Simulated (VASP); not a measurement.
# BeSe2 in VASP: a series of runs

The runs below take BeSe2 through single point, with PBE.

Program: VASP 6.6.1. These are calculated values, not measurements. Logs are shortened: lines on timing, memory, paths and dates and some standing lists are left out, and cuts for length are marked.

**1. The cell of the first run**

The structure is hexagonal, space group P-6m2 (No. 187). Conventional cell: a = 3.517 Å, b = 3.517 Å, c = 5.789 Å, α = 90.00°, β = 90.00°, γ = 120.00°. Within 3.2 Å of Be (site symmetry -6m2) lie 6 Se at 2.41 Å. Within 3.2 Å of Se (site symmetry 3m) lie 3 Be at 2.41 Å and 2 Se at 2.60 to 3.19 Å.

The cell was built from a structure type or drawn by symmetry, and may not be a known phase.

**2. Single point, PBE**

INCAR reads:

```
ALGO = Normal
EDIFF = 1E-6
ENCUT = 600
GGA = PE
GGA_COMPAT = F
ISIF = 2
ISMEAR = 0
LASPH = T
LCHARG = T
LELF = T
LREAL = F
LVHAR = T
LWAVE = F
NBANDS = 14
NELM = 120
PREC = Accurate
SIGMA = 0.2
```

KPOINTS reads:

```
k-points
0
Gamma
  7 7 3
```

POSCAR reads:

```
BeSe2
1.0
    3.5173031487      0.0000000030      0.0000000000
   -1.7586515769      3.0460738781      0.0000000000
    0.0000000000      0.0000000000      5.7885175435
Be Se
1 2
Direct
    0.3333333333      0.6666666667      0.5000000000
    0.0000000000      0.0000000000      0.7243176739
    0.0000000000      0.0000000000      0.2756823261
```

Potentials or basis: VASP PAW PBE potentials, release 64 (Be, Se).

Command:

```bash
$ cat potpaw_PBE.64/Be/POTCAR potpaw_PBE.64/Se/POTCAR > POTCAR
$ mpirun -np 1 vasp_std > vasp.out
```

OUTCAR:

```text
EDIFF = 1E-6
   ENCUT = 600
   GGA = PE
   ISIF = 2
   ISMEAR = 0
   LASPH = T
   LREAL = F
   NELM = 120
   PREC = Accurate

 ion  position               nearest neighbor table
   1  0.333  0.667  0.500-   2 2.41   3 2.41   2 2.41   3 2.41   2 2.41   3 2.41
   2  0.000  0.000  0.724-   1 2.41   1 2.41   1 2.41   3 2.60
   3  0.000  0.000  0.276-   1 2.41   1 2.41   1 2.41   2 2.60

  LATTYP: Found a hexagonal cell.
 ALAT       =     3.5173031487
 C/A-ratio  =     1.6457260858

  Lattice vectors:

 A1 = (   3.5173031487,   0.0000000030,   0.0000000000)
 A2 = (  -1.7586515769,   3.0460738781,   0.0000000000)
 A3 = (   0.0000000000,   0.0000000000,   5.7885175435)

Analysis of symmetry for initial positions (statically):
=====================================================================
 Subroutine PRICEL returns:
 Original cell was already a primitive cell.

 Routine SETGRP: Setting up the symmetry group for a
 hexagonal supercell.

 Subroutine GETGRP returns: Found 12 space group operations
 (whereof 12 operations were pure point group operations)
 out of a pool of 24 trial point group operations.

The static configuration has the point symmetry D_3h.

Analysis of symmetry for dynamics (positions and initial velocities):
=====================================================================
 Subroutine PRICEL returns:
 Original cell was already a primitive cell.

 Routine SETGRP: Setting up the symmetry group for a
 hexagonal supercell.

 Subroutine GETGRP returns: Found 12 space group operations
 (whereof 12 operations were pure point group operations)
 out of a pool of 24 trial point group operations.

The dynamic configuration has the point symmetry D_3h.

 Subroutine INISYM returns: Found 12 space group operations
 (whereof 12 operations are pure point group operations),
 and found     1 'primitive' translations

----------------------------------------------------------------------------------------

                                     Primitive cell

  volume of cell :      62.0180

  direct lattice vectors                    reciprocal lattice vectors
     3.517303149  0.000000003  0.000000000     0.284308732  0.164145723  0.000000000
    -1.758651577  3.046073878  0.000000000    -0.000000000  0.328291446  0.000000000
     0.000000000  0.000000000  5.788517544     0.000000000  0.000000000  0.172755804

  length of vectors
     3.517303149  3.517303149  5.788517544     0.328291446  0.328291446  0.172755804

  position of ions in fractional coordinates (direct lattice)
     0.333333333  0.666666667  0.500000000
     0.000000000  0.000000000  0.724317674
     0.000000000  0.000000000  0.275682326

  ion indices of the primitive-cell ions
   primitive index   ion index
                 1           1
                 2           2
                 3           3

----------------------------------------------------------------------------------------

 KPOINTS: k-points

Automatic generation of k-mesh.
 Grid dimensions read from file:
 generate k-points for:    7    7    3

 Generating k-lattice:

  Cartesian coordinates                     Fractional coordinates (reciprocal lattice)
     0.040615533  0.023449389  0.000000000     0.142857143  0.000000000  0.000000000
    -0.000000000  0.046898778  0.000000000     0.000000000  0.142857143  0.000000000
     0.000000000  0.000000000  0.057585268     0.000000000  0.000000000  0.333333333

  Length of vectors
     0.046898778  0.046898778  0.057585268

  Shift w.r.t. Gamma in fractional coordinates (k-lattice)
     0.000000000  0.000000000  0.000000000

 Subroutine IBZKPT returns following result:
 ===========================================

 Found     16 irreducible k-points:

 Following reciprocal coordinates:
            Coordinates               Weight
  0.000000  0.000000  0.000000      1.000000
  0.142857  0.000000  0.000000      6.000000
  0.285714  0.000000  0.000000      6.000000
  0.428571  0.000000  0.000000      6.000000
  0.142857  0.142857  0.000000      6.000000
  0.285714  0.142857  0.000000     12.000000
[... 8 lines left out ...]
  0.428571  0.142857  0.333333     12.000000
  0.285714  0.285714  0.333333     12.000000
   k-points           NKPTS =     16   k-points in BZ     NKDIM =     16   number of bands    NBANDS=     14
   number of dos      NEDOS =    301   number of ions     NIONS =      3
   total plane-waves  NPLWV =  37632
   dimension x,y,z NGX =    28 NGY =   28 NGZ =   48
   dimension x,y,z NGXF=    56 NGYF=   56 NGZF=   96
   ions per type =               1   2
   NGX,Y,Z   is equivalent  to a cutoff of  13.23, 13.23, 13.79 a.u.
   NGXF,Y,Z  is equivalent  to a cutoff of  26.47, 26.47, 27.57 a.u.
 SYSTEM =  unknown system
   PREC   = accura    normal or accurate (medium, high low for compatibility)
   ISTART =      0    job   : 0-new  1-cont  2-samecut
   ICHARG =      2    charge: 1-file 2-atom 10-const
   ISPIN  =      1    spin polarized calculation?
   LNONCOLLINEAR =      F non collinear calculations
   LSORBIT =      F    spin-orbit coupling
   LASPH  =      T    aspherical Exc in radial PAW
   ENCUT  =  600.0 eV  44.10 Ry    6.64 a.u.   7.02  7.02 11.56*2*pi/ulx,y,z
   NELM   =    120;   NELMIN=  2; NELMDL= -5     # of ELM steps
   EDIFF  = 0.1E-05   stopping-criterion for ELM
   LREAL  =      F    real-space projection
   EDIFFG = 0.1E-04   stopping-criterion for IOM
   NSW    =      0    number of steps for IOM
   IBRION =     -1    ionic relax: 0-MD 1-quasi-New 2-CG
   NFREE  =      0    steps in history (QN), initial steepest desc. (CG)
   ISIF   =      2    stress and relaxation
   ISYM   =      2    0-nonsym 1-usesym 2-fastsym
   POTIM  = 0.5000    time-step for ionic-motion
   TEBEG  =    0.0;   TEEND  =   0.0 temperature during run
   PSTRESS=    0.0 pullay stress
   NELECT =      14.0000    total number of electrons
   NUPDOWN=      -1.0000    fix difference up-down
   EMIN   =  10.00;   EMAX   =-10.00  energy-range for DOS
   EFERMI =   0.00;   METHOD = LEGACY
   ISMEAR =     0;   SIGMA  =   0.20  broadening in eV -4-tet -1-fermi 0-gaus
   EFERMI_NEDOS =   21; number of points for ismear=-14 and -15
   IALGO  =     38    algorithm
   IMIX   =      4    mixing-type and parameters
     AMIX     =   0.40;   BMIX     =  1.00
     AMIX_MAG =   1.60;   BMIX_MAG =  1.00
  volume/ion in A,a.u.               =      20.67       139.51
  Fermi-wavevector in a.u.,A,eV,Ry     =   0.996808  1.883695 13.519113  0.993627
  Thomas-Fermi vector in A             =   2.128922
   LORBIT       =      0    0 simple, 1 ext, 2 COOP (PROOUT), +10 PAW based schemes
   GGA     = PE    functional components
   LHFCALC =     F    Hartree Fock is set to
   AEXX    =    0.0000 exact exchange contribution
   IVDW    =     0    specifies the selected vdW correction
   LEPSILON=     F    determine dielectric tensor
   LRPA    =     F    only Hartree local field effects (RPA)
 non-spin polarized calculation
 Gauss-broadening in eV      SIGMA  =   0.20
  energy-cutoff  :      600.00
  volume of cell :       62.02
 maximum number of plane-waves:      2077
   NGX = 15   NGY = 15   NGZ = 23

 number of electron      14.0000000 magnetization

 Free energy of the ion-electron system (eV)
  ---------------------------------------------------
  ext. energy  EPLUGINS =         0.00000000
  ---------------------------------------------------
  free energy    TOTEN  =       -10.93839946 eV

  energy without entropy =      -10.90590253  energy(sigma->0) =      -10.92215100

 E-fermi :   3.5506     XC(G=0):  -9.1702

 val. band max:        3.4513442456   @ k =   0.2857   0.0000   0.3333
 cond. band min:       3.6017386911   @ k =   0.1429   0.1429   0.0000
 fundamental gap:      0.1503944454
 Fermi energy:         3.5505965084

 k-point     1 :       0.0000    0.0000    0.0000
  band No.  band energies     occupation
      1     -11.6957      2.00000
      2      -9.0522      2.00000
      3      -2.7269      2.00000
      4       2.1002      2.00000
      5       2.1002      2.00000
      6       4.4554      0.00000
      7       4.4554      0.00000
      8       5.0230      0.00000
      9       6.5717      0.00000
     10       8.2078      0.00000
     11       8.2078      0.00000
     12       9.6639      0.00000
     13      11.3476      0.00000
     14      13.3248      0.00000

 k-point     2 :       0.1429    0.0000    0.0000
  band No.  band energies     occupation
      1     -11.5239      2.00000
      2      -8.8757      2.00000
      3      -2.5579      2.00000
      4       0.6696      2.00000
      5       1.7176      2.00000
      6       3.1168      1.99784
      7       4.2229      0.00000
      8       5.3374      0.00000
      9       7.2215      0.00000
     10       8.4894      0.00000
     11       8.8527      0.00000
     12      10.3423      0.00000
     13      10.7803      0.00000
     14      12.0776      0.00000

 k-point     3 :       0.2857    0.0000    0.0000
  band No.  band energies     occupation
      1     -11.0852      2.00000
      2      -8.4251      2.00000
      3      -2.1344      2.00000
      4      -1.4325      2.00000
      5       1.0470      2.00000
      6       1.1442      2.00000
      7       3.7658      0.12815
      8       5.7608      0.00000
      9       6.6191      0.00000
     10       7.8482      0.00000
     11       9.7223      0.00000
     12       9.9785      0.00000
     13      11.7362      0.00000
     14      12.8514      0.00000

 k-point     4 :       0.4286    0.0000    0.0000
  band No.  band energies     occupation
      1     -10.6575      2.00000
      2      -7.9859      2.00000
      3      -2.8161      2.00000
      4      -1.7003      2.00000
      5      -0.1745      2.00000
      6       0.6192      2.00000
      7       3.4471      1.53586
      8       6.0695      0.00000
      9       6.1406      0.00000
     10       6.6367      0.00000
     11       9.3318      0.00000
     12       9.8560      0.00000
     13      13.1500      0.00000
     14      13.4542      0.00000

 k-point     5 :       0.1429    0.1429    0.0000
  band No.  band energies     occupation
      1     -11.2162      2.00000
      2      -8.5598      2.00000
      3      -2.2575      2.00000
      4      -0.7533      2.00000
      5       0.8721      2.00000
      6       1.7728      2.00000
      7       3.6017      0.71763
      8       5.6620      0.00000
      9       7.7827      0.00000
     10       8.3086      0.00000
     11       8.8622      0.00000
[... 140 lines left out ...]
 k-point    14 :       0.2857    0.1429    0.3333
  band No.  band energies     occupation
      1     -10.5989      2.00000
      2      -8.5355      2.00000
      3      -2.0560      2.00000
      4      -0.5194      2.00000
      5       0.0141      2.00000
      6       0.1148      2.00000
      7       2.4668      2.00000
      8       3.7510      0.15642
      9       7.8240      0.00000
     10       8.4713      0.00000
     11       9.9149      0.00000
     12      10.0691      0.00000
     13      11.7457      0.00000
     14      12.8157      0.00000

 k-point    15 :       0.4286    0.1429    0.3333
  band No.  band energies     occupation
      1     -10.3654      2.00000
      2      -8.2923      2.00000
      3      -2.6699      2.00000
      4      -0.5963      2.00000
      5      -0.3335      2.00000
      6      -0.1739      2.00000
      7       2.1711      2.00000
      8       4.0234      0.00083
      9       7.5057      0.00000
     10       8.0514      0.00000
     11       9.7501      0.00000
     12       9.9683      0.00000
     13      11.9379      0.00000
     14      13.7466      0.00000

 k-point    16 :       0.2857    0.2857    0.3333
  band No.  band energies     occupation
      1     -10.3127      2.00000
      2      -8.2386      2.00000
      3      -2.2274      2.00000
      4      -1.2207      2.00000
      5      -0.2589      2.00000
      6      -0.2088      2.00000
      7       1.2034      2.00000
      8       4.0852      0.00016
      9       8.0807      0.00000
     10       8.8447      0.00000
     11      10.7059      0.00000
     12      10.8602      0.00000
     13      11.6633      0.00000
     14      12.8487      0.00000

------------------------ aborting loop because EDIFF is reached ----------------------------------------

  FORCE on cell =-STRESS in cart. coord.  units (eV):
  Direction    XX          YY          ZZ          XY          YZ          ZX
  --------------------------------------------------------------------------------------
  -------------------------------------------------------------------------------------
  Total       -0.0524912     -0.0524912      0.0668440     -0.0000000      0.0000000      0.0000000
  in kB       -1.3560625     -1.3560625      1.7268522     -0.0000000      0.0000000      0.0000000
  external PRESSURE =      -0.3284243 kB  Pullay stress =       0.0000000 kB

 VOLUME and BASIS-vectors are now :
 -----------------------------------------------------------------------------
  energy-cutoff  :      600.00
  volume of cell :       62.02
      direct lattice vectors                 reciprocal lattice vectors
     3.517303149  0.000000003  0.000000000     0.284308732  0.164145723  0.000000000
    -1.758651577  3.046073878  0.000000000    -0.000000000  0.328291446  0.000000000
     0.000000000  0.000000000  5.788517544     0.000000000  0.000000000  0.172755804

 POSITION                                       TOTAL-FORCE (eV/Angst)
 -----------------------------------------------------------------------------------
     -0.00000      2.03072      2.89426        -0.000000      0.000000      0.000000
      0.00000      0.00000      4.19273         0.000000     -0.000000      0.077926
      0.00000      0.00000      1.59579         0.000000     -0.000000     -0.077926
 -----------------------------------------------------------------------------------
    total drift:                               -0.000000      0.000000     -0.000000

  FREE ENERGIE OF THE ION-ELECTRON SYSTEM (eV)
  ---------------------------------------------------
  free  energy   TOTEN  =       -10.9383994619 eV

  energy  without entropy=      -10.9059025282  energy(sigma->0) =      -10.92215100
```

Run time: 10 s. Hardware: 1 thread of AMD EPYC 9R45 (Zen 5), shared host; peak memory 0.15 GiB.

What came out:

```
Free energy            : -10.9384 eV
Pressure               : 0.0 GPa
Largest force          : 0.078 eV/Å
Band gap on the k mesh : zero (bands 7 and 8 overlap by 1.10 eV)
```

Forces in eV/Å, atoms in the order of the input:
```
Be   0.000  0.000  0.000
Se   0.000  0.000  0.078
Se   0.000  0.000 -0.078
```

Caveat: the k points lie up to 0.36 Å⁻¹ apart, too coarse for converged energies and pressures of a metal; this functional lacks dispersion, which binds the layers, so the pressure and a relaxed spacing across them are unreliable.

[end of part 1 of 2]
